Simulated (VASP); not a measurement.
Hg, 2 atoms in the cell. Symmetry: P6_3/mmc, No. 194, hexagonal system. The conventional cell has a = 2.946 Å, b = 2.946 Å, c = 4.839 Å, α = 90.00°, β = 90.00°, γ = 120.00°. Hg (site symmetry -6m2) has 12 Hg at 2.95 to 2.96 Å within 3.9 Å. 

- Program: VASP 6.6.1
- Task: relaxation of cell and atoms
- Functional: PBEsol
- Potentials or basis: VASP PAW PBE potentials, release 64 (Hg)
- Cutoff: 600 eV
- k mesh: 18 × 18 × 10
- Occupations: gaussian, width 0.1 eV
- Spin: no spin polarisation
- Target pressure: 25 GPa
- Dipole correction: no
- Further INCAR settings: ALGO = Fast; EDIFF = 1e-06; IBRION = 2; EDIFFG = -0.008; NSW = 70; ISIF = 3

Potentials or basis: VASP PAW PBE potentials, release 64 (Hg).

Launch:

```sh
$ cat potpaw_PBE.64/Hg/POTCAR > POTCAR
$ mpirun -np 1 vasp_std > vasp.out
```

Hardware: 1 thread of AMD EPYC 9R45 96-Core Processor (Zen 5), with other jobs on the host.

**Question.** Estimate the wall time of this run.

**Answer.** Run time: 6.9 min on 1 thread of AMD EPYC 9R45 96-Core Processor (Zen 5), on a shared host, peak memory 0.25 GiB. Counts: scf iterations 84, k points 222, ion steps 15.
